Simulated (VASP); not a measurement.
# P4C (Pm-3m) in VASP: notebook

P4C is run at these levels: PBE; tasks: single point, relaxation of cell and atoms.

Program: VASP 6.6.1. These are calculated values, not measurements. Logs are shortened: lines on timing, memory, paths and dates and some standing lists are left out, and cuts for length are marked.

## (1) The cell of the first run

It takes space group Pm-3m (No. 221, cubic). The conventional cell has a = 4.041 Å, b = 4.041 Å, c = 4.041 Å, α = 90.00°, β = 90.00°, γ = 90.00°. Within 2.7 Å of P (site symmetry 4/mmm) lie 2 C at 2.02 Å. Within 3.8 Å of P (site symmetry m-3m) lie 12 P at 2.86 Å and 8 C at 3.50 Å. Within 2.7 Å of C (site symmetry m-3m) lie 6 P at 2.02 Å.

The cell was built from a structure type or drawn by symmetry, and may not be a known phase.

## (2) Single point, PBE

File INCAR:

```
  PREC = Accurate
  ENCUT = 520
  EDIFF = 1E-7
  ISMEAR = 0
  SIGMA = 0.1
  LREAL = False
  LASPH = True
  NELM = 100
  ALGO = Normal
  ISIF = 2
  LWAVE = False
  LCHARG = False
  GGA = PE
  NBANDS = 20
```

File KPOINTS:

```
Automatic mesh
0
Gamma
  10 10 10
```

File POSCAR:

```
P4C
1.0
    4.0409275700      0.0000000000      0.0000000000
    0.0000000000      4.0409275700      0.0000000000
    0.0000000000      0.0000000000      4.0409275700
P C
4 1
Direct
    0.5000000000      0.0000000000      0.0000000000
    0.0000000000      0.5000000000      0.0000000000
    0.0000000000      0.0000000000      0.5000000000
    0.5000000000      0.5000000000      0.5000000000
    0.0000000000      0.0000000000      0.0000000000
```

Potentials or basis: VASP PAW PBE potentials, release 64 (P, C).

Command:

```bash
$ cat potpaw_PBE.64/P/POTCAR potpaw_PBE.64/C/POTCAR > POTCAR
$ mpirun -np 1 vasp_std > vasp.out
```

OUTCAR:

```text
PREC = Accurate
   ENCUT = 520
   EDIFF = 1E-7
   ISMEAR = 0
   LREAL = False
   LASPH = True
   NELM = 100
   ISIF = 2
   GGA = PE

 ion  position               nearest neighbor table
   1  0.500  0.000  0.000-   5 2.02   5 2.02   4 2.86   2 2.86   3 2.86   4 2.86   2 2.86   4 2.86
                             4 2.86   2 2.86   3 2.86   3 2.86   3 2.86   2 2.86
   2  0.000  0.500  0.000-   5 2.02   5 2.02   4 2.86   1 2.86   3 2.86   4 2.86   1 2.86   3 2.86
                             3 2.86   3 2.86   1 2.86   4 2.86   4 2.86   1 2.86
   3  0.000  0.000  0.500-   5 2.02   5 2.02   4 2.86   1 2.86   1 2.86   2 2.86   2 2.86   2 2.86
                             4 2.86   2 2.86   1 2.86   4 2.86   1 2.86   4 2.86
   4  0.500  0.500  0.500-   1 2.86   2 2.86   3 2.86   1 2.86   2 2.86   1 2.86   3 2.86   1 2.86
                             2 2.86   3 2.86   2 2.86   3 2.86
   5  0.000  0.000  0.000-   1 2.02   2 2.02   3 2.02   3 2.02   2 2.02   1 2.02

  LATTYP: Found a simple cubic cell.
 ALAT       =     4.0409275700

  Lattice vectors:

 A1 = (   4.0409275700,   0.0000000000,   0.0000000000)
 A2 = (   0.0000000000,   4.0409275700,   0.0000000000)
 A3 = (   0.0000000000,   0.0000000000,   4.0409275700)

Analysis of symmetry for initial positions (statically):
=====================================================================
 Subroutine PRICEL returns:
 Original cell was already a primitive cell.

 Routine SETGRP: Setting up the symmetry group for a
 simple cubic supercell.

 Subroutine GETGRP returns: Found 48 space group operations
 (whereof 48 operations were pure point group operations)
 out of a pool of 48 trial point group operations.

The static configuration has the point symmetry O_h .

Analysis of symmetry for dynamics (positions and initial velocities):
=====================================================================
 Subroutine PRICEL returns:
 Original cell was already a primitive cell.

 Routine SETGRP: Setting up the symmetry group for a
 simple cubic supercell.

 Subroutine GETGRP returns: Found 48 space group operations
 (whereof 48 operations were pure point group operations)
 out of a pool of 48 trial point group operations.

The dynamic configuration has the point symmetry O_h .

 Subroutine INISYM returns: Found 48 space group operations
 (whereof 48 operations are pure point group operations),
 and found     1 'primitive' translations

----------------------------------------------------------------------------------------

                                     Primitive cell

  volume of cell :      65.9847

[... 93 lines left out ...]
   NELM   =    100;   NELMIN=  2; NELMDL= -5     # of ELM steps
   EDIFF  = 0.1E-06   stopping-criterion for ELM
   LREAL  =      F    real-space projection
   EDIFFG = 0.1E-05   stopping-criterion for IOM
   NSW    =      0    number of steps for IOM
   IBRION =     -1    ionic relax: 0-MD 1-quasi-New 2-CG
   NFREE  =      0    steps in history (QN), initial steepest desc. (CG)
   ISIF   =      2    stress and relaxation
   ISYM   =      2    0-nonsym 1-usesym 2-fastsym
   POTIM  = 0.5000    time-step for ionic-motion
   TEBEG  =    0.0;   TEEND  =   0.0 temperature during run
   PSTRESS=    0.0 pullay stress
   NELECT =      24.0000    total number of electrons
   NUPDOWN=      -1.0000    fix difference up-down
   EMIN   =  10.00;   EMAX   =-10.00  energy-range for DOS
   EFERMI =   0.00;   METHOD = LEGACY
   ISMEAR =     0;   SIGMA  =   0.10  broadening in eV -4-tet -1-fermi 0-gaus
   EFERMI_NEDOS =   21; number of points for ismear=-14 and -15
   IALGO  =     38    algorithm
   IMIX   =      4    mixing-type and parameters
     AMIX     =   0.40;   BMIX     =  1.00
     AMIX_MAG =   1.60;   BMIX_MAG =  1.00
  volume/ion in A,a.u.               =      13.20        89.06
  Fermi-wavevector in a.u.,A,eV,Ry     =   1.168595  2.208325 18.580323  1.365615
  Thomas-Fermi vector in A             =   2.305080
   LORBIT       =      0    0 simple, 1 ext, 2 COOP (PROOUT), +10 PAW based schemes
   GGA     = PE    functional components
   LHFCALC =     F    Hartree Fock is set to
   AEXX    =    0.0000 exact exchange contribution
   IVDW    =     0    specifies the selected vdW correction
   LEPSILON=     F    determine dielectric tensor
   LRPA    =     F    only Hartree local field effects (RPA)
 non-spin polarized calculation
 Gauss-broadening in eV      SIGMA  =   0.10
  energy-cutoff  :      520.00
  volume of cell :       65.98
 maximum number of plane-waves:      1806
   NGX = 15   NGY = 15   NGZ = 15

 number of electron      23.9999990 magnetization

 Free energy of the ion-electron system (eV)
  ---------------------------------------------------
  ext. energy  EPLUGINS =         0.00000000
  ---------------------------------------------------
  free energy    TOTEN  =       -24.53358859 eV

  energy without entropy =      -24.51959319  energy(sigma->0) =      -24.52659089

 E-fermi :   9.0989     XC(G=0): -11.4686

 val. band max:        9.0925422722   @ k =   0.3000   0.0000   0.0000
 cond. band min:       9.1028112083   @ k =   0.1000   0.1000   0.0000
 fundamental gap:      0.0102689361
 Fermi energy:         9.0989468645

 k-point     1 :       0.0000    0.0000    0.0000
  band No.  band energies     occupation
      1      -8.1003      2.00000
      2      -1.1782      2.00000
      3       0.8424      2.00000
      4       0.8424      2.00000
      5       0.8745      2.00000
      6       0.8745      2.00000
[... 541 lines left out ...]
     19      15.5271      0.00000
     20      15.9842      0.00000

 [... further k-points ...]
[... 5 lines left out ...]
  --------------------------------------------------------------------------------------
  -------------------------------------------------------------------------------------
  Total       -0.0627298     -0.0627298     -0.0627298      0.0000000     -0.0000000      0.0000000
  in kB       -1.5231459     -1.5231459     -1.5231459      0.0000000     -0.0000000      0.0000000
  external PRESSURE =      -1.5231459 kB  Pullay stress =       0.0000000 kB

 VOLUME and BASIS-vectors are now :
 -----------------------------------------------------------------------------
  energy-cutoff  :      520.00
  volume of cell :       65.98
      direct lattice vectors                 reciprocal lattice vectors
     4.040927570  0.000000000  0.000000000     0.247467935  0.000000000  0.000000000
     0.000000000  4.040927570  0.000000000     0.000000000  0.247467935  0.000000000
     0.000000000  0.000000000  4.040927570     0.000000000  0.000000000  0.247467935

 POSITION                                       TOTAL-FORCE (eV/Angst)
 -----------------------------------------------------------------------------------
      2.02046      0.00000      0.00000         0.000000      0.000000      0.000000
      0.00000      2.02046      0.00000         0.000000      0.000000      0.000000
      0.00000      0.00000      2.02046         0.000000      0.000000      0.000000
      2.02046      2.02046      2.02046         0.000000      0.000000      0.000000
      0.00000      0.00000      0.00000         0.000000      0.000000      0.000000
 -----------------------------------------------------------------------------------
    total drift:                                0.000000     -0.000000      0.000000

  FREE ENERGIE OF THE ION-ELECTRON SYSTEM (eV)
  ---------------------------------------------------
  free  energy   TOTEN  =       -24.5335885893 eV

  energy  without entropy=      -24.5195931854  energy(sigma->0) =      -24.52659089
```

stdout:

```text
POSCAR found type information on POSCAR P C
 POSCAR found :  2 types and       5 ions
 scaLAPACK will be used
 LDA part: xc-table for (Slater+PW92), standard interpolation
 POSCAR, INCAR and KPOINTS ok, starting setup
 FFT: planning ... GRIDC
 FFT: planning ... GRID_SOFT
 FFT: planning ... GRID
 WAVECAR not read
 entering main loop
```

It took 26 s on 1 thread of Intel Xeon 6975P-C (Granite Rapids), shared host; peak memory 0.19 GiB.

Results:

| Item | Value |
| --- | --- |
| Free energy | -24.5336 eV |
| Pressure | -0.2 GPa |
| Band gap on the k mesh | zero (bands 12 and 13 overlap by 3.55 eV) |

## (3) Relaxation of cell and atoms, PBE, collinear spin

This run uses another cell than the first one, of 18.20 Å³/atom.

File INCAR:

```
SYSTEM = P4C
  ALGO = Normal
  EDIFF = 1E-6
  EDIFFG = -0.04
  ENCUT = 600
  GGA = PE
  IBRION = 2
  ISIF = 3
  ISMEAR = 0
  ISPIN = 2
  LASPH = .True.
  LCHARG = .False.
  LORBIT = 11
  LREAL = .False.
  LWAVE = .False.
  MAGMOM = 0 0 0 0 1
  NELM = 150
  NSW = 90
  PREC = Accurate
  SIGMA = 0.1
```

File KPOINTS:

```
k-points
0
Gamma
  4 4 4
  0 0 0
```

Edit POSCAR of step 2 so:

```diff
@@ -2,5 +2,5 @@
 1.0
-    4.0409275700      0.0000000000      0.0000000000
-    0.0000000000      4.0409275700      0.0000000000
-    0.0000000000      0.0000000000      4.0409275700
+    4.4979815600      0.0000000000      0.0000000000
+    0.0000000000      4.4979815600      0.0000000000
+    0.0000000000      0.0000000000      4.4979815600
 P C
```

Potentials or basis: VASP PAW PBE potentials, release 64 (P, C).

Command:

```bash
$ cat potpaw_PBE.64/P/POTCAR potpaw_PBE.64/C/POTCAR > POTCAR
$ mpirun -np 1 vasp_std > vasp.out
```

Wall time 36 s (1 thread of Intel Xeon 6975P-C (Granite Rapids), shared host); peak memory 0.24 GiB.

The run converged. Its results:

```yaml
Free_energy: -24.4723 eV
Relaxed_volume: 13.01 Å³/atom
Relaxed_cell: a = 4.021 Å, b = 4.021 Å, c = 4.021 Å, α = 90.00°, β = 90.00°, γ = 90.00°
Space_group_after_relaxing_to_0.1_Å: Pm-3m (No. 221)
Energy_gained_by_relaxing: 375.0 meV/atom
Ionic_steps: 3
Pressure_after_relaxing: -0.2 GPa
Net_moment: 0.14 μB per cell
Site_moments: P +0.01, +0.02 (each value once); C +0.02 μB
Valence_electrons_inside_the_program's_atomic_spheres: P 2.33, 2.27 (each value once); C 2.38
```

Step by step:
```csv
step,energy change (eV),largest force (eV/Å),pressure (GPa),volume (Å³)
1,0.0000,0.0000,-17.48,91.00
2,-1.8487,0.0000,-3.41,67.27
3,-1.8748,0.0000,-0.19,65.03
```

Final structure:
```
P C
1.0
     4.02128    0.00000    0.00000
     0.00000    4.02128    0.00000
     0.00000    0.00000    4.02128
P C
4 1
Direct
  0.50000 0.00000 0.00000
  0.00000 0.50000 0.00000
  0.00000 0.00000 0.50000
  0.50000 0.50000 0.50000
  0.00000 0.00000 0.00000
```

Levels at points of the mesh, in eV from the Fermi level:
Spin up:
```
           k point  band 8  band 9  band 10  band 11  band 12  band 13  band 14  band 15  band 16  band 17
(0.00, 0.00, 0.00)   -3.23   -2.62    -2.62    -2.62     0.11     0.11     0.11     4.62     4.62     4.62
(0.50, 0.00, 0.00)   -4.38   -4.38    -2.45    -0.11    -0.11     0.04     0.35     1.68     1.92     1.92
(0.50, 0.50, 0.00)   -3.70   -3.19    -2.59    -2.59    -2.14     0.29     0.29     1.85     3.34     3.49
(0.50, 0.50, 0.50)   -7.59    0.53     0.53     0.53     2.14     2.14     3.65     3.65     3.68     3.72
```
Spin down:
```
           k point  band 9  band 10  band 11  band 12  band 13  band 14
(0.00, 0.00, 0.00)   -2.59    -2.59    -2.59     0.14     0.14     0.14
(0.50, 0.00, 0.00)   -4.35    -2.42    -0.08    -0.08     0.08     0.37
(0.50, 0.50, 0.00)   -3.16    -2.56    -2.56    -2.11     0.33     0.33
(0.50, 0.50, 0.50)    0.57     0.57     0.57     2.15     2.15     3.68
```

Caveat: the volume moved by over 15 % at a fixed basis, so the end points are rough.

(Continued in part 2 of 2.)
